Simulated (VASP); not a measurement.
# AlNi (NiAs type) (P6_3/mmc) in VASP: relaxation of cell and atoms with PBE

Aim: the relaxation of cell and atoms of AlNi (NiAs type) with PBE.

Everything below comes from runs of VASP 6.6.1. Logs are shortened: lines on timing, memory, paths and dates and some standing lists are left out, and cuts for length are marked.

### Step 1. The cell of the first run

It takes space group P6_3/mmc (No. 194, hexagonal). Conventional cell: a = 3.218 Å, b = 3.218 Å, c = 4.988 Å, α = 90.00°, β = 90.00°, γ = 120.00°. Ni (site symmetry -3m) has 6 Al at 2.24 Å and 2 Ni at 2.49 Å within 3.0 Å. Within 3.3 Å of Al (site symmetry -6m2) lie 6 Ni at 2.24 Å and 12 Al at 3.11 to 3.22 Å.

### Step 2. Relaxation of cell and atoms, PBE, target pressure 46 GPa, at which the enthalpy is minimised

INCAR reads:

```
SYSTEM = AlNi
ALGO     = Normal         ! electronic algorithm
EDIFF    = 1E-7           ! SCF threshold, eV
EDIFFG   = -0.005         ! ionic threshold
ENCUT    = 600            ! plane-wave cutoff, eV
GGA      = PE             ! functional
IBRION   = 2              ! ionic algorithm
ISIF     = 3              ! what is computed and relaxed
ISMEAR   = -1             ! smearing method
LASPH    = .TRUE.         ! aspherical terms in the spheres
LCHARG   = .FALSE.        ! write CHGCAR
LREAL    = .FALSE.        ! projectors in reciprocal space
LWAVE    = .FALSE.        ! write WAVECAR
NELM     = 80             ! most SCF steps
NSW      = 60             ! ionic steps
PREC     = Accurate       ! precision mode
PSTRESS  = 460.0        
SIGMA    = 0.08           ! smearing width, eV
```

KPOINTS reads:

```
k-points
0
G
  11 11 7
  0 0 0
```

POSCAR reads:

```
AlNi
1.0
    3.2181916330      0.0000000000      0.0000000000
   -1.6090958165      2.7870357085      0.0000000000
    0.0000000000      0.0000000000      4.9881970312
Ni Al
2 2
Direct
    0.0000000000      0.0000000000      0.0000000000
    0.0000000000      0.0000000000      0.5000000000
    0.3333333333      0.6666666667      0.2500000000
    0.6666666667      0.3333333333      0.7500000000
```

Potentials or basis: VASP PAW PBE potentials, release 64 (Ni, Al).

On the command line:

```sh
> cat potpaw_PBE.64/Ni/POTCAR potpaw_PBE.64/Al/POTCAR > POTCAR
> mpirun -np 1 vasp_std > vasp.out
```

OUTCAR:

```text
SYSTEM = AlNi
   EDIFF = 1E-7
   EDIFFG = -0.005
   ENCUT = 600
   GGA = PE
   IBRION = 2
   ISIF = 3
   ISMEAR = -1
   LASPH = .TRUE.
   LREAL = .FALSE.
   NELM = 80
   NSW = 60
   PREC = Accurate
   PSTRESS = 460.0

 ion  position               nearest neighbor table
   1  0.000  0.000  0.000-   3 2.24   4 2.24   4 2.24   3 2.24   4 2.24   3 2.24   2 2.49   2 2.49

   2  0.000  0.000  0.500-   3 2.24   4 2.24   4 2.24   3 2.24   4 2.24   3 2.24   1 2.49   1 2.49

   3  0.333  0.667  0.250-   1 2.24   2 2.24   1 2.24   2 2.24   1 2.24   2 2.24   4 3.11   4 3.11
                             4 3.11   4 3.11   4 3.11   4 3.11
   4  0.667  0.333  0.750-   1 2.24   2 2.24   1 2.24   2 2.24   1 2.24   2 2.24   3 3.11   3 3.11
                             3 3.11   3 3.11   3 3.11   3 3.11

  LATTYP: Found a hexagonal cell.
 ALAT       =     3.2181916330
 C/A-ratio  =     1.5500000000

  Lattice vectors:

 A1 = (   3.2181916330,   0.0000000000,   0.0000000000)
 A2 = (  -1.6090958165,   2.7870357085,   0.0000000000)
 A3 = (   0.0000000000,   0.0000000000,   4.9881970312)

Analysis of symmetry for initial positions (statically):
=====================================================================
 Subroutine PRICEL returns:
 Original cell was already a primitive cell.

 Routine SETGRP: Setting up the symmetry group for a
 hexagonal supercell.

 Subroutine GETGRP returns: Found 24 space group operations
 (whereof 12 operations were pure point group operations)
 out of a pool of 24 trial point group operations.

The static configuration has the point symmetry D_3d.
 The point group associated with its full space group is D_6h.

Analysis of symmetry for dynamics (positions and initial velocities):
=====================================================================
 Subroutine PRICEL returns:
 Original cell was already a primitive cell.

 Routine SETGRP: Setting up the symmetry group for a
 hexagonal supercell.

 Subroutine GETGRP returns: Found 24 space group operations
 (whereof 12 operations were pure point group operations)
 out of a pool of 24 trial point group operations.

The dynamic configuration has the point symmetry D_3d.
 The point group associated with its full space group is D_6h.

 Subroutine INISYM returns: Found 24 space group operations
 (whereof 12 operations are pure point group operations),
 and found     1 'primitive' translations

----------------------------------------------------------------------------------------

                                     Primitive cell

  volume of cell :      44.7402

  direct lattice vectors                    reciprocal lattice vectors
     3.218191633  0.000000000  0.000000000     0.310733516  0.179402079  0.000000000
    -1.609095816  2.787035708  0.000000000     0.000000000  0.358804158  0.000000000
     0.000000000  0.000000000  4.988197031     0.000000000  0.000000000  0.200473236

  length of vectors
     3.218191633  3.218191633  4.988197031     0.358804158  0.358804158  0.200473236

  position of ions in fractional coordinates (direct lattice)
     0.000000000  0.000000000  0.000000000
     0.000000000  0.000000000  0.500000000
     0.333333333  0.666666667  0.250000000
     0.666666667  0.333333333  0.750000000

  ion indices of the primitive-cell ions
   primitive index   ion index
                 1           1
                 2           2
                 3           3
                 4           4

----------------------------------------------------------------------------------------

 KPOINTS: k-points

Automatic generation of k-mesh.
 Grid dimensions read from file:
 generate k-points for:   11   11    7

 Generating k-lattice:

  Cartesian coordinates                     Fractional coordinates (reciprocal lattice)
     0.028248501  0.016309280  0.000000000     0.090909091 -0.000000000  0.000000000
     0.000000000  0.032618560  0.000000000     0.000000000  0.090909091  0.000000000
     0.000000000  0.000000000  0.028639034     0.000000000  0.000000000  0.142857143

  Length of vectors
     0.032618560  0.032618560  0.028639034

  Shift w.r.t. Gamma in fractional coordinates (k-lattice)
     0.000000000  0.000000000  0.000000000

 Subroutine IBZKPT returns following result:
 ===========================================

 Found     64 irreducible k-points:

 Following reciprocal coordinates:
            Coordinates               Weight
  0.000000  0.000000  0.000000      1.000000
  0.090909  0.000000  0.000000      6.000000
  0.181818  0.000000  0.000000      6.000000
  0.272727  0.000000  0.000000      6.000000
  0.363636  0.000000  0.000000      6.000000
  0.454545  0.000000  0.000000      6.000000
[... 16 lines left out ...]
  0.090909  0.090909  0.142857     12.000000
  0.181818  0.090909  0.142857     24.000000
 [... further k-points ...]
   k-points           NKPTS =     64   k-points in BZ     NKDIM =     64   number of bands    NBANDS=     17
   number of dos      NEDOS =    301   number of ions     NIONS =      4
   total plane-waves  NPLWV =  31360
   dimension x,y,z NGX =    28 NGY =   28 NGZ =   40
   dimension x,y,z NGXF=    56 NGYF=   56 NGZF=   80
   ions per type =               2   2
   NGX,Y,Z   is equivalent  to a cutoff of  14.46, 14.46, 13.33 a.u.
   NGXF,Y,Z  is equivalent  to a cutoff of  28.93, 28.93, 26.66 a.u.
 SYSTEM =  AlNi
   PREC   = accura    normal or accurate (medium, high low for compatibility)
   ISTART =      0    job   : 0-new  1-cont  2-samecut
   ICHARG =      2    charge: 1-file 2-atom 10-const
   ISPIN  =      1    spin polarized calculation?
   LNONCOLLINEAR =      F non collinear calculations
   LSORBIT =      F    spin-orbit coupling
   LASPH  =      T    aspherical Exc in radial PAW
   ENCUT  =  600.0 eV  44.10 Ry    6.64 a.u.   6.43  6.43  9.96*2*pi/ulx,y,z
   NELM   =     80;   NELMIN=  2; NELMDL= -5     # of ELM steps
   EDIFF  = 0.1E-06   stopping-criterion for ELM
   LREAL  =      F    real-space projection
   EDIFFG = -.5E-02   stopping-criterion for IOM
   NSW    =     60    number of steps for IOM
   IBRION =      2    ionic relax: 0-MD 1-quasi-New 2-CG
   NFREE  =      1    steps in history (QN), initial steepest desc. (CG)
   ISIF   =      3    stress and relaxation
   ISYM   =      2    0-nonsym 1-usesym 2-fastsym
   POTIM  = 0.5000    time-step for ionic-motion
   TEBEG  =    0.0;   TEEND  =   0.0 temperature during run
   PSTRESS=  460.0 pullay stress
   NELECT =      26.0000    total number of electrons
   NUPDOWN=      -1.0000    fix difference up-down
   EMIN   =  10.00;   EMAX   =-10.00  energy-range for DOS
   EFERMI =   0.00;   METHOD = LEGACY
   ISMEAR =    -1;   SIGMA  =   0.08  broadening in eV -4-tet -1-fermi 0-gaus
   EFERMI_NEDOS =   21; number of points for ismear=-14 and -15
   IALGO  =     38    algorithm
   IMIX   =      4    mixing-type and parameters
     AMIX     =   0.40;   BMIX     =  1.00
     AMIX_MAG =   1.60;   BMIX_MAG =  1.00
  volume/ion in A,a.u.               =      11.19        75.48
  Fermi-wavevector in a.u.,A,eV,Ry     =   1.366155  2.581658 25.393630  1.866379
  Thomas-Fermi vector in A             =   2.492320
   LORBIT       =      0    0 simple, 1 ext, 2 COOP (PROOUT), +10 PAW based schemes
   GGA     = PE    functional components
   LHFCALC =     F    Hartree Fock is set to
   AEXX    =    0.0000 exact exchange contribution
   IVDW    =     0    specifies the selected vdW correction
   LEPSILON=     F    determine dielectric tensor
   LRPA    =     F    only Hartree local field effects (RPA)
 conjugate gradient relaxation of ions
 non-spin polarized calculation
  energy-cutoff  :      600.00
  volume of cell :       44.74
 maximum number of plane-waves:      1511
 NGX is ok and might be reduce to    28
   NGX = 13   NGY = 13   NGZ = 19

--------------------------------------- Ionic step        1  -------------------------------------------

 number of electron      25.9999991 magnetization

 Free energy of the ion-electron system (eV)
  ---------------------------------------------------
  ext. energy  EPLUGINS =         0.00000000
  ---------------------------------------------------
  free energy    TOTEN  =       -18.32683488 eV

  energy without entropy =      -18.29443096  energy(sigma->0) =      -18.31063292

------------------------ aborting loop because EDIFF is reached ----------------------------------------

  FORCE on cell =-STRESS in cart. coord.  units (eV):
  Direction    XX          YY          ZZ          XY          YZ          ZX
  --------------------------------------------------------------------------------------
  -------------------------------------------------------------------------------------
  Total       12.8549410     12.8549410     12.2858968      0.0000000      0.0000000      0.0000000
  in kB      460.3441588    460.3441588    439.9662981      0.0000000      0.0000000      0.0000000
  external PRESSURE =      -6.4484614 kB  Pullay stress =     460.0000000 kB
[... 305 lines left out ...]
  enthalpy is  TOTEN    =        -5.4890177487 eV   P V=       12.8780494986

--------------------------------------- Ionic step        9  -------------------------------------------

 number of electron      26.0000012 magnetization

 Free energy of the ion-electron system (eV)
  ---------------------------------------------------
  ext. energy  EPLUGINS =         0.00000000
  ---------------------------------------------------
  free energy    TOTEN  =       -18.34175509 eV

  energy without entropy =      -18.31077842  energy(sigma->0) =      -18.32626675

 E-fermi :  10.6331     XC(G=0): -12.2655

 val. band max:       10.6002458831   @ k =   0.3636   0.0909   0.1429
 cond. band min:      10.6462925271   @ k =   0.1818   0.1818   0.0000
 fundamental gap:      0.0460466440
 Fermi energy:        10.6330906622

 k-point     1 :       0.0000    0.0000    0.0000
  band No.  band energies     occupation
      1      -0.5993      2.00000
      2       4.6669      2.00000
      3       5.6102      2.00000
      4       6.6268      2.00000
      5       6.9900      2.00000
      6       6.9900      2.00000
[... 9 lines left out ...]
     16      19.2531      0.00000
     17      19.2531      0.00000
[... 443 lines left out ...]
      1       0.6296      2.00000
      2       4.5565      2.00000
      3       6.3191      2.00000
      4       6.6659      2.00000
      5       6.8150      2.00000
      6       7.0149      2.00000
[... 9 lines left out ...]
     16      16.6453      0.00000
     17      17.8678      0.00000

 [... further k-points ...]

------------------------ aborting loop because EDIFF is reached ----------------------------------------

  FORCE on cell =-STRESS in cart. coord.  units (eV):
  Direction    XX          YY          ZZ          XY          YZ          ZX
  --------------------------------------------------------------------------------------
  -------------------------------------------------------------------------------------
  Total       12.8699946     12.8699946     12.8435756      0.0000000      0.0000000     -0.0000000
  in kB      460.6237160    460.6237160    459.6781660      0.0000000      0.0000000     -0.0000000
  external PRESSURE =       0.3085327 kB  Pullay stress =     460.0000000 kB
[... 19 lines left out ...]
  FREE ENERGIE OF THE ION-ELECTRON SYSTEM (eV)
  ---------------------------------------------------
  free  energy   TOTEN  =       -18.3417550879 eV

  energy  without entropy=      -18.3107784154  energy(sigma->0) =      -18.32626675

  enthalpy is  TOTEN    =        -5.4891873404 eV   P V=       12.8525677476

 reached required accuracy - stopping structural energy minimisation
```

It took 8.1 min on 1 thread of Intel Xeon 8259CL, shared host; peak memory 0.23 GiB.

Results:

| Quantity | Value |
| --- | --- |
| Free energy | -18.3418 eV |
| Relaxed volume | 11.19 Å³/atom |
| Relaxed cell | a = 3.255 Å, b = 3.255 Å, c = 4.879 Å, α = 90.00°, β = 90.00°, γ = 120.00° |
| Space group after relaxing (to 0.1 Å) | P6_3/mmc (No. 194) |
| Energy change on relaxing (the run minimises the enthalpy) | -3.7 meV/atom |
| Ionic steps | 9 |
| Pressure after relaxing | 46.0 GPa |
| Band gap on the k mesh | zero (bands 13 and 14 overlap by 4.87 eV) |

Stress tensor (GPa, compression positive):
```
46.06  0.00  0.00
 0.00 46.06  0.00
 0.00  0.00 45.97
```

Step by step:
```
step  energy change (eV)  largest force (eV/Å)  pressure (GPa)  volume (Å³)
   1              0.0000                0.0000           45.36        44.74
   2              0.0821                0.0000           47.47        44.45
   3              0.0706                0.0000           47.22        44.49
   4              0.0631                0.0000           47.14        44.51
   5              0.0424                0.0000           47.04        44.57
   6              0.0108                0.0000           46.98        44.68
   7              0.0250                0.0000           46.95        44.63
   8             -0.0402                0.0000           45.42        44.85
   9             -0.0149                0.0000           46.03        44.77
```

Final structure:
```cif
data_structure
_symmetry_space_group_name_H-M 'P 1'
_symmetry_Int_Tables_number 1
_cell_length_a 3.2549
_cell_length_b 3.2549
_cell_length_c 4.8789
_cell_angle_alpha 90.000
_cell_angle_beta 90.000
_cell_angle_gamma 120.000
_cell_volume 44.77
loop_
_atom_site_label
_atom_site_type_symbol
_atom_site_fract_x
_atom_site_fract_y
_atom_site_fract_z
_atom_site_occupancy
Ni1 Ni 0.00000 0.00000 0.00000 1
Ni2 Ni 0.00000 0.00000 0.50000 1
Al1 Al 0.33333 0.66667 0.25000 1
Al2 Al 0.66667 0.33333 0.75000 1
```

Levels at points of the mesh, in eV from the Fermi level:
```csv
k point,band 11,band 12,band 13,band 14,band 15,band 16
"(0.00, 0.00, 0.00)",-1.63,-1.63,0.51,5.61,5.61,8.62
```

Caveat: the cell is relaxed towards a set pressure, so the run minimises the enthalpy, not the energy. Spin polarisation is off, so any magnetic state and its effect on volume and gap are missing.

The gap in the log of VASP goes by the Fermi energy; the results here count the filled bands.